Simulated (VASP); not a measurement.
A run of VASP 6.6.1 is set up as follows.

POSCAR

```
Ru
1.0
    2.6542196698      0.0000000000      0.0000000000
   -1.3271098349      2.2986216613      0.0000000000
    0.0000000000      0.0000000000      4.1984694869
Ru
2
Direct
    0.3333333333      0.6666666667      0.2500000000
    0.6666666667      0.3333333333      0.7500000000
```

Contents of INCAR.step1:

```
SYSTEM = Ru
PREC = Accurate ; ENCUT = 520
ISMEAR = -1 ; SIGMA = 0.08
LREAL = .FALSE. ; LASPH = .TRUE.
NELM = 100 ; NBANDS = 21
GGA = PE ; ALGO = Normal
EDIFF = 1E-4 ; LWAVE = .TRUE.
LCHARG = .FALSE.
```

File INCAR.step2:

```
SYSTEM = Ru
PREC = Accurate ; ENCUT = 520
EDIFF = 1E-6 ; ISMEAR = -1
SIGMA = 0.08 ; LREAL = .FALSE.
LASPH = .TRUE. ; NELM = 100
ALGO = Normal ; ISIF = 2
LWAVE = .FALSE. ; LCHARG = .FALSE.
METAGGA = R2SCAN ; LMIXTAU = .TRUE.
NBANDS = 21 ; ISTART = 1
```

File KPOINTS:

```
Automatic mesh
0
G
  18 18 10
  0 0 0
```

Potentials or basis: VASP PAW PBE potentials, release 64 (Ru_pv).

Launch:

```sh
$ cat potpaw_PBE.64/Ru_pv/POTCAR > POTCAR
$ cp INCAR.step1 INCAR
$ mpirun -np 1 vasp_std > vasp.out
$ cp INCAR.step2 INCAR
$ mpirun -np 1 vasp_std > vasp.out
```

Q: What does it give for the band gap on the k mesh?

A: Zero (bands 14 and 15 overlap by 3.55 eV).

Q: What does it give for the pressure?

A: 21.9 GPa.

Stress tensor (GPa, compression positive):
```
21.88  0.00  0.00
 0.00 21.88  0.00
 0.00  0.00 22.06
```

Caveat: the cell stands under pressure; the PAW data sets were made with another functional, which shifts forces and pressure a little.
